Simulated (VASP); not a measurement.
# MgO (Fm-3m) in VASP: further runs

Runs on MgO. Level: PBE. Tasks: single point.

Program: VASP 6.6.1. These are calculated values, not measurements. Logs are shortened: lines on timing, memory, paths and dates and some standing lists are left out, and cuts for length are marked.

### 1 The cell of the first run

The structure is cubic, space group Fm-3m (No. 225). Conventional cell: a = 4.217 Å, b = 4.217 Å, c = 4.217 Å, α = 90.00°, β = 90.00°, γ = 90.00°. Within 2.8 Å of Mg (site symmetry m-3m) lie 6 O at 2.11 Å. Within 2.8 Å of O (site symmetry m-3m) lie 6 Mg at 2.11 Å.

### 2 Single point, PBE

Contents of INCAR:

```
SYSTEM = MgO
ALGO     = Normal         ! electronic algorithm
EDIFF    = 1E-6           ! SCF threshold, eV
ENCUT    = 840            ! plane-wave cutoff, eV
GGA      = PE             ! functional
GGA_COMPAT= .FALSE.      
ISIF     = 2              ! what is computed and relaxed
ISMEAR   = 0              ! smearing method
LASPH    = .TRUE.         ! aspherical terms in the spheres
LCHARG   = .TRUE.         ! write CHGCAR
LELF     = .TRUE.         ! ELF
LREAL    = .FALSE.        ! projectors in reciprocal space
LVHAR    = .TRUE.       
LWAVE    = .FALSE.        ! write WAVECAR
NBANDS   = 15             ! bands
NELM     = 120            ! most SCF steps
PREC     = Accurate       ! precision mode
SIGMA    = 0.01           ! smearing width, eV
```

Contents of KPOINTS:

```
k-points
0
G
  4 4 4
  0 0 0
```

Contents of POSCAR:

```
MgO
1.0
    0.0000000000      2.1085000000      2.1085000000
    2.1085000000      0.0000000000      2.1085000000
    2.1085000000      2.1085000000      0.0000000000
Mg O
1 1
Direct
    0.0000000000      0.0000000000      0.0000000000
    0.5000000000      0.5000000000      0.5000000000
```

Potentials or basis: VASP PAW PBE potentials, release 64 (Mg_sv, O).

Launch:

```
> cat potpaw_PBE.64/Mg_sv/POTCAR potpaw_PBE.64/O/POTCAR > POTCAR
> mpirun -np 1 vasp_std > vasp.out
```

OUTCAR:

```text
SYSTEM = MgO
   EDIFF = 1E-6
   ENCUT = 840
   GGA = PE
   ISIF = 2
   ISMEAR = 0
   LASPH = .TRUE.
   LREAL = .FALSE.
   NELM = 120
   PREC = Accurate

 ion  position               nearest neighbor table
   1  0.000  0.000  0.000-   2 2.11   2 2.11   2 2.11   2 2.11   2 2.11   2 2.11
   2  0.500  0.500  0.500-   1 2.11   1 2.11   1 2.11   1 2.11   1 2.11   1 2.11

  LATTYP: Found a face centered cubic cell.
 ALAT       =     4.2170000000

  Lattice vectors:

 A1 = (   0.0000000000,   2.1085000000,   2.1085000000)
 A2 = (   2.1085000000,   0.0000000000,   2.1085000000)
 A3 = (   2.1085000000,   2.1085000000,   0.0000000000)

Analysis of symmetry for initial positions (statically):
=====================================================================
 Subroutine PRICEL returns:
 Original cell was already a primitive cell.

 Routine SETGRP: Setting up the symmetry group for a
 face centered cubic supercell.

 Subroutine GETGRP returns: Found 48 space group operations
 (whereof 48 operations were pure point group operations)
 out of a pool of 48 trial point group operations.

The static configuration has the point symmetry O_h .

Analysis of symmetry for dynamics (positions and initial velocities):
=====================================================================
 Subroutine PRICEL returns:
 Original cell was already a primitive cell.

 Routine SETGRP: Setting up the symmetry group for a
 face centered cubic supercell.

 Subroutine GETGRP returns: Found 48 space group operations
 (whereof 48 operations were pure point group operations)
 out of a pool of 48 trial point group operations.

The dynamic configuration has the point symmetry O_h .

 Subroutine INISYM returns: Found 48 space group operations
 (whereof 48 operations are pure point group operations),
 and found     1 'primitive' translations

----------------------------------------------------------------------------------------

                                     Primitive cell

  volume of cell :      18.7478

  direct lattice vectors                    reciprocal lattice vectors
     0.000000000  2.108500000  2.108500000    -0.237135404  0.237135404  0.237135404
     2.108500000  0.000000000  2.108500000     0.237135404 -0.237135404  0.237135404
     2.108500000  2.108500000  0.000000000     0.237135404  0.237135404 -0.237135404

  length of vectors
     2.981869296  2.981869296  2.981869296     0.410730569  0.410730569  0.410730569

  position of ions in fractional coordinates (direct lattice)
[... 72 lines left out ...]
   PSTRESS=    0.0 pullay stress
   NELECT =      16.0000    total number of electrons
   NUPDOWN=      -1.0000    fix difference up-down
   EMIN   =  10.00;   EMAX   =-10.00  energy-range for DOS
   EFERMI =   0.00;   METHOD = LEGACY
   ISMEAR =     0;   SIGMA  =   0.01  broadening in eV -4-tet -1-fermi 0-gaus
   EFERMI_NEDOS =   21; number of points for ismear=-14 and -15
   IALGO  =     38    algorithm
   IMIX   =      4    mixing-type and parameters
     AMIX     =   0.40;   BMIX     =  1.00
     AMIX_MAG =   1.60;   BMIX_MAG =  1.00
  volume/ion in A,a.u.               =       9.37        63.26
  Fermi-wavevector in a.u.,A,eV,Ry     =   1.552856  2.934473 32.808574  2.411362
  Thomas-Fermi vector in A             =   2.657171
   LORBIT       =      0    0 simple, 1 ext, 2 COOP (PROOUT), +10 PAW based schemes
   GGA     = PE    functional components
   LHFCALC =     F    Hartree Fock is set to
   AEXX    =    0.0000 exact exchange contribution
   IVDW    =     0    specifies the selected vdW correction
   LEPSILON=     F    determine dielectric tensor
   LRPA    =     F    only Hartree local field effects (RPA)
 non-spin polarized calculation
 Gauss-broadening in eV      SIGMA  =   0.01
  energy-cutoff  :      840.00
  volume of cell :       18.75
 maximum number of plane-waves:      1056
   NGX = 15   NGY = 15   NGZ = 15

 number of electron      15.9999995 magnetization

 Free energy of the ion-electron system (eV)
  ---------------------------------------------------
  ext. energy  EPLUGINS =         0.00000000
  ---------------------------------------------------
  free energy    TOTEN  =       -11.86416479 eV

  energy without entropy =      -11.86416479  energy(sigma->0) =      -11.86416479

 E-fermi :   3.0994     XC(G=0): -11.3704

 val. band max:        2.9055324789   @ k =   0.0000   0.0000   0.0000
 cond. band min:       7.6033117021   @ k =   0.0000   0.0000   0.0000
 fundamental gap:      4.6977792233
 Fermi energy:         3.0994228615

 k-point     1 :       0.0000    0.0000    0.0000
  band No.  band energies     occupation
      1     -69.3956      2.00000
      2     -36.1207      2.00000
      3     -36.1207      2.00000
      4     -36.1207      2.00000
      5     -14.3271      2.00000
      6       2.9055      2.00000
      7       2.9055      2.00000
      8       2.9055      2.00000
      9       7.6033      0.00000
     10      18.6787      0.00000
     11      18.6787      0.00000
     12      18.6787      0.00000
     13      22.5844      0.00000
     14      24.3588      0.00000
[... 113 lines left out ...]
      2     -36.1711      2.00000
      3     -36.1711      2.00000
      4     -36.1513      2.00000
      5     -12.7409      2.00000
      6      -0.0232      2.00000
      7      -0.0232      2.00000
      8       1.1413      2.00000
      9      14.5271      0.00000
     10      14.5271      0.00000
     11      15.0556      0.00000
     12      18.3772      0.00000
     13      24.8129      0.00000
     14      24.8129      0.00000
     15      29.1731      0.00000

------------------------ aborting loop because EDIFF is reached ----------------------------------------

  FORCE on cell =-STRESS in cart. coord.  units (eV):
  Direction    XX          YY          ZZ          XY          YZ          ZX
  --------------------------------------------------------------------------------------
  -------------------------------------------------------------------------------------
  Total        0.4916793      0.4916793      0.4916793      0.0000000     -0.0000000      0.0000000
  in kB       42.0186135     42.0186135     42.0186135      0.0000000     -0.0000000      0.0000000
  external PRESSURE =      42.0186135 kB  Pullay stress =       0.0000000 kB

 VOLUME and BASIS-vectors are now :
 -----------------------------------------------------------------------------
  energy-cutoff  :      840.00
  volume of cell :       18.75
      direct lattice vectors                 reciprocal lattice vectors
     0.000000000  2.108500000  2.108500000    -0.237135404  0.237135404  0.237135404
     2.108500000  0.000000000  2.108500000     0.237135404 -0.237135404  0.237135404
     2.108500000  2.108500000  0.000000000     0.237135404  0.237135404 -0.237135404

 POSITION                                       TOTAL-FORCE (eV/Angst)
 -----------------------------------------------------------------------------------
      0.00000      0.00000      0.00000         0.000000      0.000000      0.000000
      2.10850      2.10850      2.10850        -0.000000     -0.000000     -0.000000
 -----------------------------------------------------------------------------------
    total drift:                                0.000000      0.000000      0.000000

  FREE ENERGIE OF THE ION-ELECTRON SYSTEM (eV)
  ---------------------------------------------------
  free  energy   TOTEN  =       -11.8641647918 eV

  energy  without entropy=      -11.8641647918  energy(sigma->0) =      -11.86416479
```

Run time: 4 s. Hardware: 1 thread of AMD EPYC 9R45 (Zen 5), shared host; peak memory 0.12 GiB.

What came out:

| Item | Value |
| --- | --- |
| Free energy | -11.8642 eV |
| Pressure | 4.2 GPa |
| Band gap on the k mesh | 4.70 eV |

Levels at points of the mesh, in eV from the valence-band top:
| k point | band 5 | band 6 | band 7 | band 8 | band 9 | band 10 | band 11 | band 12 |
| --- | --- | --- | --- | --- | --- | --- | --- | --- |
| (0.00, 0.00, 0.00) | -17.23 | 0.00 | 0.00 | 0.00 | 4.70 | 15.77 | 15.77 | 15.77 |
| (0.50, 0.00, 0.00) | -15.93 | -4.60 | -0.65 | -0.65 | 7.87 | 12.57 | 16.28 | 16.28 |
| (0.50, 0.50, 0.00) | -15.71 | -4.04 | -1.34 | -1.34 | 9.11 | 9.95 | 13.06 | 18.93 |

Caveat: the k points lie up to 0.65 Å⁻¹ apart.

### 3 Single point, PBE

Contents of INCAR:

```
SYSTEM = MgO
PREC = Accurate ; ENCUT = 840
EDIFF = 1E-6 ; ISMEAR = 0
SIGMA = 0.01 ; LREAL = .FALSE.
LASPH = .TRUE. ; NELM = 120
ALGO = Normal ; ISIF = 2
LWAVE = .FALSE. ; LCHARG = .TRUE.
GGA = PE ; LELF = .TRUE.
LVHAR = .TRUE. ; NBANDS = 15
GGA_COMPAT = .FALSE.
```

Contents of KPOINTS:

```
Automatic mesh
0
G
  9 9 9
  0 0 0
```

POSCAR is that of step 2.

Potentials or basis: VASP PAW PBE potentials, release 64 (Mg_sv, O).

Launch:

```
> cat potpaw_PBE.64/Mg_sv/POTCAR potpaw_PBE.64/O/POTCAR > POTCAR
> mpirun -np 1 vasp_std > vasp.out
```

It took 10 s on 1 thread of Intel Xeon 6975P-C (Granite Rapids), shared host; peak memory 0.16 GiB.

The run converged. Its results:

* Free energy: -11.8769 eV
* Pressure: 4.2 GPa
* Band gap on the k mesh: 4.71 eV

Levels at points of the mesh, in eV from the valence-band top:
| k point | band 5 | band 6 | band 7 | band 8 | band 9 | band 10 | band 11 | band 12 |
| --- | --- | --- | --- | --- | --- | --- | --- | --- |
| (0.00, 0.00, 0.00) | -17.23 | 0.00 | 0.00 | 0.00 | 4.71 | 15.79 | 15.79 | 15.79 |

Caveat: the cell stands under pressure. Expect the measured gap to be larger: semilocal functionals such as PBE lack the derivative discontinuity.
